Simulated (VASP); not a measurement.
A run of VASP 6.6.1:

INCAR

```
PREC = Accurate
ENCUT = 520
EDIFF = 1E-6
ISMEAR = 0
SIGMA = 0.15
LREAL = False
LASPH = True
NELM = 60
ALGO = Fast
ISIF = 2
LWAVE = False
LCHARG = True
GGA = PS
LELF = True
LVHAR = True
NBANDS = 26
```

Contents of KPOINTS:

```
Automatic mesh
0
Gamma
  10 10 10
```

File POSCAR:

```
Al2Cu
1.0
   -3.1463500000      3.1463500000      2.3655500000
    3.1463500000     -3.1463500000      2.3655500000
    3.1463500000      3.1463500000     -2.3655500000
Al Cu
4 2
Direct
    0.1593210787      0.6593210787      0.8186421574
    0.6593210787      0.8406789213      0.5000000000
    0.8406789213      0.3406789213      0.1813578426
    0.3406789213      0.1593210787      0.5000000000
    0.7500000000      0.7500000000      0.0000000000
    0.2500000000      0.2500000000      0.0000000000
```

Potentials or basis: VASP PAW PBE potentials, release 64 (Al, Cu).

Launch:

```bash
$ cat potpaw_PBE.64/Al/POTCAR potpaw_PBE.64/Cu/POTCAR > POTCAR
$ mpirun -np 1 vasp_std > vasp.out
```

Hardware: 1 thread of AMD EPYC 9R14 (Zen 4), on a shared host.

Problem. How long does it take, and how much memory?

Solution. It took 4.3 min on 1 thread of AMD EPYC 9R14 (Zen 4) (shared host), peak memory 0.35 GiB. Counts: scf iterations 17, k points 102.
